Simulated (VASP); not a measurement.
# W16N (a cell with a defect) in VASP: notebook

The runs below take W16N (a cell with a defect) through single point, with PBE+D3(BJ).

All numbers are computed with VASP 6.6.1; they aren't measurements. Logs are shortened: lines on timing, memory, paths and dates and some standing lists are left out, and cuts for length are marked.

**1. The cell of the first run**

The cell holds a defect, 17 atoms: a = 6.320 Å, b = 6.320 Å, c = 6.320 Å, α = 90.00°, β = 90.00°, γ = 90.00°.

**2. Single point, PBE+D3(BJ)**

File INCAR:

```
SYSTEM = W16N
ALGO     = Normal         ! electronic algorithm
EDIFF    = 1E-6           ! SCF threshold, eV
ENCUT    = 520            ! plane-wave cutoff, eV
GGA      = PE             ! functional
ISIF     = 2              ! what is computed and relaxed
ISMEAR   = -1             ! smearing method
IVDW     = 12             ! dispersion correction
LASPH    = .TRUE.         ! aspherical terms in the spheres
LCHARG   = .FALSE.        ! write CHGCAR
LREAL    = Auto         
LWAVE    = .FALSE.        ! write WAVECAR
NBANDS   = 128            ! bands
NELM     = 60             ! most SCF steps
PREC     = Accurate       ! precision mode
SIGMA    = 0.1            ! smearing width, eV
```

File KPOINTS:

```
k-points
0
G
  3 3 3
  0 0 0
```

File POSCAR:

```
W16N
1.0
    6.3200000000      0.0000000000      0.0000000000
    0.0000000000      6.3200000000      0.0000000000
    0.0000000000      0.0000000000      6.3200000000
W N
16 1
Direct
    0.0000903481      0.0002297468      0.0074318038
    0.5000662975     -0.0087734177     -0.0015691456
    0.0000901899      0.4997479430      0.0074291139
    0.0000672468      0.0002283228      0.5069441456
    0.2954490506      0.2499930380      0.2571884494
    0.5000666139      0.5087466772     -0.0015742089
    0.5000927215     -0.0087697785      0.5159466772
    0.7047162975      0.2499927215      0.2571645570
    0.0000669304      0.4997488924      0.5069476266
    0.2516079114      0.7499795886      0.2571806962
    0.2516033228      0.2499854430      0.7571992089
    0.5000927215      0.5087420886      0.5159507911
    0.7485571203      0.7499795886      0.2571840190
    0.7485617089      0.2499852848      0.7572148734
    0.2443867089      0.7499843354      0.7571846519
    0.7557621835      0.7499844937      0.7572098101
    0.0000829114      0.2499876582      0.2572071203
```

Potentials or basis: VASP PAW PBE potentials, release 64 (W_sv, N).

Started as:

```console
$ cat potpaw_PBE.64/W_sv/POTCAR potpaw_PBE.64/N/POTCAR > POTCAR
$ mpirun -np 1 vasp_std > vasp.out
```

OUTCAR:

```text
SYSTEM = W16N
   EDIFF = 1E-6
   ENCUT = 520
   GGA = PE
   ISIF = 2
   ISMEAR = -1
   IVDW = 12
   LASPH = .TRUE.
   LREAL = Auto
   NELM = 60
   PREC = Accurate
 IVDW          = 12

 ion  position               nearest neighbor table
   1  0.000  0.000  0.007-  17 2.23  15 2.72  16 2.72  14 2.74  11 2.74  10 2.74  13 2.74   8 2.91
                             5 2.91   4 3.16   3 3.16   2 3.16   2 3.16   3 3.16   4 3.16
   2  0.500  0.991  0.998-   5 2.65   8 2.65  16 2.69  15 2.69  11 2.73  10 2.73  14 2.73  13 2.73
                             6 3.05   7 3.05   1 3.16   1 3.16   7 3.27   6 3.27
   3  0.000  0.500  0.007-  17 2.23  15 2.72  16 2.72  10 2.74  14 2.74  11 2.74  13 2.74   8 2.91
                             5 2.91   1 3.16   9 3.16   6 3.16   6 3.16   9 3.16   1 3.16
   4  0.000  0.000  0.507-  17 2.23  15 2.72  16 2.72  13 2.74  14 2.74  11 2.74  10 2.74   8 2.91
                             5 2.91   1 3.16   9 3.16   7 3.16   7 3.16   9 3.16   1 3.16
   5  0.295  0.250  0.257-  17 1.87   8 2.59   6 2.65   2 2.65  12 2.65   7 2.65   3 2.91   1 2.91
                             9 2.91   4 2.91  10 3.17  11 3.17  11 3.17  10 3.17
   6  0.500  0.509  0.998-   5 2.65   8 2.65  16 2.69  15 2.69  10 2.73  11 2.73  14 2.73  13 2.73
                            12 3.05   2 3.05   3 3.16   3 3.16   2 3.27  12 3.27
   7  0.500  0.991  0.516-   5 2.65   8 2.65  16 2.69  15 2.69  13 2.73  14 2.73  11 2.73  10 2.73
                             2 3.05  12 3.05   4 3.16   4 3.16  12 3.27   2 3.27
   8  0.705  0.250  0.257-  17 1.87   5 2.59   6 2.65   2 2.65  12 2.65   7 2.65   3 2.91   1 2.91
                             9 2.91   4 2.91  14 3.17  13 3.17  13 3.17  14 3.17
   9  0.000  0.500  0.507-  17 2.23  15 2.72  16 2.72  13 2.74  14 2.74  10 2.74  11 2.74   8 2.91
                             5 2.91   3 3.16   4 3.16  12 3.16  12 3.16   4 3.16   3 3.16
  10  0.252  0.750  0.257-   6 2.73   2 2.73  12 2.73   7 2.73   3 2.74   1 2.74   9 2.74   4 2.74
                            13 3.14  15 3.16  15 3.16   5 3.17   5 3.17  13 3.18
  11  0.252  0.250  0.757-   6 2.73   2 2.73  12 2.73   7 2.73   1 2.74   3 2.74   4 2.74   9 2.74
                            14 3.14  15 3.16  15 3.16   5 3.17   5 3.17  14 3.18
  12  0.500  0.509  0.516-   5 2.65   8 2.65  16 2.69  15 2.69  13 2.73  14 2.73  10 2.73  11 2.73
                             6 3.05   7 3.05   9 3.16   9 3.16   7 3.27   6 3.27
  13  0.749  0.750  0.257-  12 2.73   7 2.73   6 2.73   2 2.73   9 2.74   4 2.74   3 2.74   1 2.74
                            10 3.14  16 3.16  16 3.16   8 3.17   8 3.17  10 3.18
  14  0.749  0.250  0.757-   6 2.73   2 2.73  12 2.73   7 2.73   1 2.74   3 2.74   4 2.74   9 2.74
                            11 3.14  16 3.16  16 3.16   8 3.17   8 3.17  11 3.18
  15  0.244  0.750  0.757-   6 2.69   2 2.69  12 2.69   7 2.69   3 2.72   1 2.72   9 2.72   4 2.72
                            16 3.09  10 3.16  11 3.16  11 3.16  10 3.16  16 3.23
  16  0.756  0.750  0.757-   6 2.69   2 2.69  12 2.69   7 2.69   3 2.72   1 2.72   9 2.72   4 2.72
                            15 3.09  13 3.16  14 3.16  14 3.16  13 3.16  15 3.23
  17  0.000  0.250  0.257-   5 1.87   8 1.87   4 2.23   9 2.23   1 2.23   3 2.23

  LATTYP: Found a simple cubic cell.
 ALAT       =     6.3200000000

  Lattice vectors:

 A1 = (   6.3200000000,   0.0000000000,   0.0000000000)
 A2 = (   0.0000000000,   6.3200000000,   0.0000000000)
 A3 = (   0.0000000000,   0.0000000000,   6.3200000000)

Analysis of symmetry for initial positions (statically):
=====================================================================
 Subroutine PRICEL returns:
 Original cell was already a primitive cell.

 Routine SETGRP: Setting up the symmetry group for a
 simple cubic supercell.

 Subroutine GETGRP returns: Found  1 space group operations
 (whereof  1 operations were pure point group operations)
 out of a pool of 48 trial point group operations.

The static configuration has the point symmetry C_1 .

Analysis of symmetry for dynamics (positions and initial velocities):
=====================================================================
 Subroutine PRICEL returns:
 Original cell was already a primitive cell.

 Routine SETGRP: Setting up the symmetry group for a
 simple cubic supercell.

 Subroutine GETGRP returns: Found  1 space group operations
 (whereof  1 operations were pure point group operations)
 out of a pool of 48 trial point group operations.

The dynamic configuration has the point symmetry C_1 .

 Subroutine INISYM returns: Found  1 space group operations
 (whereof  1 operations are pure point group operations),
 and found     1 'primitive' translations

----------------------------------------------------------------------------------------

                                     Primitive cell

  volume of cell :     252.4360

  direct lattice vectors                    reciprocal lattice vectors
     6.320000000  0.000000000  0.000000000     0.158227848  0.000000000  0.000000000
     0.000000000  6.320000000  0.000000000     0.000000000  0.158227848  0.000000000
     0.000000000  0.000000000  6.320000000     0.000000000  0.000000000  0.158227848

  length of vectors
     6.320000000  6.320000000  6.320000000     0.158227848  0.158227848  0.158227848

  position of ions in fractional coordinates (direct lattice)
     0.000090348  0.000229747  0.007431804
     0.500066297  0.991226582  0.998430854
     0.000090190  0.499747943  0.007429114
     0.000067247  0.000228323  0.506944146
     0.295449051  0.249993038  0.257188449
     0.500066614  0.508746677  0.998425791
[... 9 lines left out ...]
     0.755762184  0.749984494  0.757209810
     0.000082911  0.249987658  0.257207120

  ion indices of the primitive-cell ions
   primitive index   ion index
                 1           1
                 2           2
                 3           3
                 4           4
                 5           5
                 6           6
[... 9 lines left out ...]
                16          16
                17          17

----------------------------------------------------------------------------------------

 KPOINTS: k-points

Automatic generation of k-mesh.
 Grid dimensions read from file:
 generate k-points for:    3    3    3

 Generating k-lattice:

  Cartesian coordinates                     Fractional coordinates (reciprocal lattice)
     0.052742616  0.000000000  0.000000000     0.333333333  0.000000000  0.000000000
     0.000000000  0.052742616  0.000000000     0.000000000  0.333333333  0.000000000
     0.000000000  0.000000000  0.052742616     0.000000000  0.000000000  0.333333333

  Length of vectors
     0.052742616  0.052742616  0.052742616

  Shift w.r.t. Gamma in fractional coordinates (k-lattice)
     0.000000000  0.000000000  0.000000000

 Subroutine IBZKPT returns following result:
 ===========================================

 Found     14 irreducible k-points:

 Following reciprocal coordinates:
            Coordinates               Weight
  0.000000  0.000000  0.000000      1.000000
  0.333333  0.000000  0.000000      2.000000
  0.000000  0.333333  0.000000      2.000000
  0.000000  0.000000  0.333333      2.000000
  0.333333  0.333333  0.000000      2.000000
  0.000000  0.333333  0.333333      2.000000
  0.333333  0.000000  0.333333      2.000000
 -0.333333  0.333333  0.000000      2.000000
 -0.333333  0.000000  0.333333      2.000000
  0.000000 -0.333333  0.333333      2.000000
  0.333333  0.333333  0.333333      2.000000
 -0.333333  0.333333  0.333333      2.000000
 -0.333333 -0.333333  0.333333      2.000000
  0.333333 -0.333333  0.333333      2.000000
   k-points           NKPTS =     14   k-points in BZ     NKDIM =     14   number of bands    NBANDS=    128
   number of dos      NEDOS =    301   number of ions     NIONS =     17
   total plane-waves  NPLWV = 110592
   dimension x,y,z NGX =    48 NGY =   48 NGZ =   48
   dimension x,y,z NGXF=    96 NGYF=   96 NGZF=   96
   ions per type =              16   1
   NGX,Y,Z   is equivalent  to a cutoff of  12.63, 12.63, 12.63 a.u.
   NGXF,Y,Z  is equivalent  to a cutoff of  25.25, 25.25, 25.25 a.u.
 SYSTEM =  W16N
   PREC   = accura    normal or accurate (medium, high low for compatibility)
   ISTART =      0    job   : 0-new  1-cont  2-samecut
   ICHARG =      2    charge: 1-file 2-atom 10-const
   ISPIN  =      1    spin polarized calculation?
   LNONCOLLINEAR =      F non collinear calculations
   LSORBIT =      F    spin-orbit coupling
   LASPH  =      T    aspherical Exc in radial PAW
   ENCUT  =  520.0 eV  38.22 Ry    6.18 a.u.  11.75 11.75 11.75*2*pi/ulx,y,z
   NELM   =     60;   NELMIN=  2; NELMDL= -5     # of ELM steps
   EDIFF  = 0.1E-05   stopping-criterion for ELM
   LREAL  =      T    real-space projection
   EDIFFG = 0.1E-04   stopping-criterion for IOM
   NSW    =      0    number of steps for IOM
   IBRION =     -1    ionic relax: 0-MD 1-quasi-New 2-CG
   NFREE  =      0    steps in history (QN), initial steepest desc. (CG)
   ISIF   =      2    stress and relaxation
   ISYM   =      2    0-nonsym 1-usesym 2-fastsym
   POTIM  = 0.5000    time-step for ionic-motion
   TEBEG  =    0.0;   TEEND  =   0.0 temperature during run
   PSTRESS=    0.0 pullay stress
   NELECT =     229.0000    total number of electrons
   NUPDOWN=      -1.0000    fix difference up-down
   EMIN   =  10.00;   EMAX   =-10.00  energy-range for DOS
   EFERMI =   0.00;   METHOD = LEGACY
   ISMEAR =    -1;   SIGMA  =   0.10  broadening in eV -4-tet -1-fermi 0-gaus
   EFERMI_NEDOS =   21; number of points for ismear=-14 and -15
   IALGO  =     38    algorithm
   IMIX   =      4    mixing-type and parameters
     AMIX     =   0.40;   BMIX     =  1.00
     AMIX_MAG =   1.60;   BMIX_MAG =  1.00
  volume/ion in A,a.u.               =      14.85       100.21
  Fermi-wavevector in a.u.,A,eV,Ry     =   1.584782  2.994804 34.171502  2.511535
  Thomas-Fermi vector in A             =   2.684347
   LORBIT       =      0    0 simple, 1 ext, 2 COOP (PROOUT), +10 PAW based schemes
   GGA     = PE    functional components
   LHFCALC =     F    Hartree Fock is set to
   AEXX    =    0.0000 exact exchange contribution
   IVDW    =    12    specifies the selected vdW correction
   LEPSILON=     F    determine dielectric tensor
   LRPA    =     F    only Hartree local field effects (RPA)
 non-spin polarized calculation
  energy-cutoff  :      520.00
  volume of cell :      252.44
 maximum number of plane-waves:      6859
   NGX = 23   NGY = 23   NGZ = 23

 number of electron     228.9999993 magnetization

 Free energy of the ion-electron system (eV)
  ---------------------------------------------------
  ext. energy  EPLUGINS =         0.00000000
  ---------------------------------------------------
  free energy    TOTEN  =      -213.40447927 eV

  energy without entropy =     -213.12691641  energy(sigma->0) =     -213.26569784

 E-fermi :  11.9440     XC(G=0): -13.7803

 val. band max:       11.9036688301   @ k =   0.0000   0.3333   0.3333
 cond. band min:      11.9451752968   @ k =   0.0000  -0.3333   0.3333
 fundamental gap:      0.0415064667
 Fermi energy:        11.9440036274

 k-point     1 :       0.0000    0.0000    0.0000
  band No.  band energies     occupation
      1     -62.4433      2.00000
      2     -62.4101      2.00000
      3     -62.4101      2.00000
      4     -62.4007      2.00000
      5     -62.3423      2.00000
      6     -62.2728      2.00000
[... 1795 lines left out ...]
    125      13.6779      0.00000
    126      13.9236      0.00000
 [bands above 126 left out]

------------------------ aborting loop because EDIFF is reached ----------------------------------------

 Edisp (eV)  -11.63211

 E8    (eV) :    -5.9077

  FORCE on cell =-STRESS in cart. coord.  units (eV):
  Direction    XX          YY          ZZ          XY          YZ          ZX
  --------------------------------------------------------------------------------------
  -------------------------------------------------------------------------------------
  Total      31.44928     9.83166     9.81257    -0.00036     0.00029     0.00117
  in kB     199.60437    62.40025    62.27905    -0.00228     0.00185     0.00743
  external pressure =      108.09 kB  Pullay stress =        0.00 kB

 VOLUME and BASIS-vectors are now :
 -----------------------------------------------------------------------------
  energy-cutoff  :      520.00
  volume of cell :      252.44
      direct lattice vectors                 reciprocal lattice vectors
     6.320000000  0.000000000  0.000000000     0.158227848  0.000000000  0.000000000
     0.000000000  6.320000000  0.000000000     0.000000000  0.158227848  0.000000000
     0.000000000  0.000000000  6.320000000     0.000000000  0.000000000  0.158227848

 POSITION                                       TOTAL-FORCE (eV/Angst)
 -----------------------------------------------------------------------------------
      0.00057      0.00145      0.04697        -0.001077     -0.015454     -0.016118
      3.16042      6.26455      6.31008         0.001138     -0.003083     -0.005826
      0.00057      3.15841      0.04695        -0.001073      0.014924     -0.016109
      0.00042      0.00144      3.20389         0.001254     -0.015465      0.016255
      1.86724      1.57996      1.62543         0.080294     -0.000622      0.000735
      3.16042      3.21528      6.31005         0.001295      0.003083     -0.005505
[... 9 lines left out ...]
      4.77642      4.73990      4.78557         0.012896      0.000347     -0.001660
      0.00052      1.57992      1.62555        -0.000226     -0.000184      0.000781
 -----------------------------------------------------------------------------------
    total drift:                                0.001200      0.000448     -0.021521

  FREE ENERGIE OF THE ION-ELECTRON SYSTEM (eV)
  ---------------------------------------------------
  free  energy   TOTEN  =      -225.0365919330 eV

  energy  without entropy=     -224.7590290764  energy(sigma->0) =     -224.89781050
```

Run time: 23 min. Hardware: 1 thread of Intel Xeon 8259CL, shared host; peak memory 0.5 GiB.

Results:

| Property | Result |
| --- | --- |
| Free energy | -225.0366 eV |
| Pressure | 10.8 GPa |
| Largest force | 0.081 eV/Å |
| Band gap on the k mesh | zero (an odd number of electrons rules out a gap without spin polarisation) |
| Dispersion energy per atom | -0.684 eV |

Forces in eV/Å, atoms in the order of the input:
```
W   -0.001 -0.015 -0.016
W    0.001 -0.003 -0.006
W   -0.001  0.015 -0.016
W    0.001 -0.015  0.016
W    0.080 -0.001  0.001
W    0.001  0.003 -0.006
W   -0.001 -0.006  0.006
W   -0.081 -0.001  0.000
W    0.001  0.015  0.016
W   -0.004  0.001  0.002
W   -0.003  0.000 -0.002
W   -0.001  0.006  0.006
W    0.004  0.001  0.001
W    0.003  0.000 -0.002
W   -0.012  0.000  0.000
W    0.013  0.000 -0.002
N    0.000  0.000  0.001
```

Caveat: spin-orbit coupling is left out, which moves the levels of the heavy elements.

**3. Single point, PBE+D3(BJ)**

File INCAR:

```
PREC = Accurate
ENCUT = 520
EDIFF = 1E-7
ISMEAR = -1
SIGMA = 0.1
LREAL = Auto
LASPH = T
NELM = 100
ALGO = Normal
ISIF = 2
LWAVE = F
LCHARG = F
GGA = PE
IVDW = 12
NBANDS = 128
```

File KPOINTS:

```
regular mesh
0
Gamma
  3 3 3
```

File POSCAR:

```
W16N
1.0
    6.3200000000      0.0000000000      0.0000000000
    0.0000000000      6.3200000000      0.0000000000
    0.0000000000      0.0000000000      6.3200000000
W N
16 1
Direct
    0.0160123418     -0.0087574367      0.0004118671
    0.4984789557     -0.0087897152      0.0004496835
    0.0160077532      0.5088091772      0.0004115506
    0.0070449367      0.0002435127      0.5004674051
    0.2572177215      0.2500287975      0.2488102848
    0.4984840190      0.5088419304      0.0004492089
    0.5074590190      0.0002375000      0.5004136076
    0.7572018987      0.2500250000      0.2051710443
    0.0070376582      0.4998058544      0.5004677215
    0.2571992089      0.7500226266      0.2560500000
    0.2572629747      0.2500286392      0.7520131329
    0.5074579114      0.4998050633      0.5004139241
    0.7572821203      0.7500276899      0.2488484177
    0.7571995253      0.2500257911      0.7959128165
    0.2572420886      0.7500229430      0.7448417722
    0.7572354430      0.7500287975      0.7519590190
   -0.2427609177      0.2500237342      0.5005412975
```

Potentials or basis: VASP PAW PBE potentials, release 64 (W_sv, N).

Started as:

```console
$ cat potpaw_PBE.64/W_sv/POTCAR potpaw_PBE.64/N/POTCAR > POTCAR
$ mpirun -np 1 vasp_std > vasp.out
```

It took 35 min on 1 thread of Intel Xeon 8259CL, shared host; peak memory 0.5 GiB.

Results (log left out):

```yaml
Free_energy: -225.0366 eV
Pressure: 10.8 GPa
Largest_force: 0.089 eV/Å
Band_gap_on_the_k_mesh: zero (an odd number of electrons rules out a gap without spin polarisation)
Dispersion_energy_per_atom: -0.684 eV
```

Forces in eV/Å, atoms in the order of the input:
```
W    0.001  0.001  0.005
W   -0.003  0.006  0.001
W    0.002 -0.001  0.005
W    0.012 -0.012 -0.003
W    0.001  0.000  0.017
W   -0.004 -0.005  0.001
W   -0.014 -0.013  0.002
W    0.003  0.000 -0.089
W    0.013  0.012 -0.003
W    0.005  0.000  0.023
W   -0.001 -0.001 -0.011
W   -0.014  0.014  0.002
W   -0.004  0.000  0.014
W    0.000  0.000  0.071
W    0.001  0.000 -0.026
W    0.000 -0.001 -0.006
N    0.001  0.000 -0.002
```

Stress tensor (GPa, compression positive):
```
 6.22  0.00  0.00
 0.00  6.24  0.00
 0.00  0.00 19.95
```

Levels at points of the mesh, in eV from the Fermi level:
```
           k point  band 113  band 114  band 115  band 116  band 117  band 118
(0.00, 0.00, 0.00)     -0.55     -0.35      0.36      0.36      0.47      0.50
```

Caveat: spin-orbit coupling is left out, which moves the levels of the heavy elements.

The gap in the log of VASP goes by the Fermi energy; the results here count the filled bands.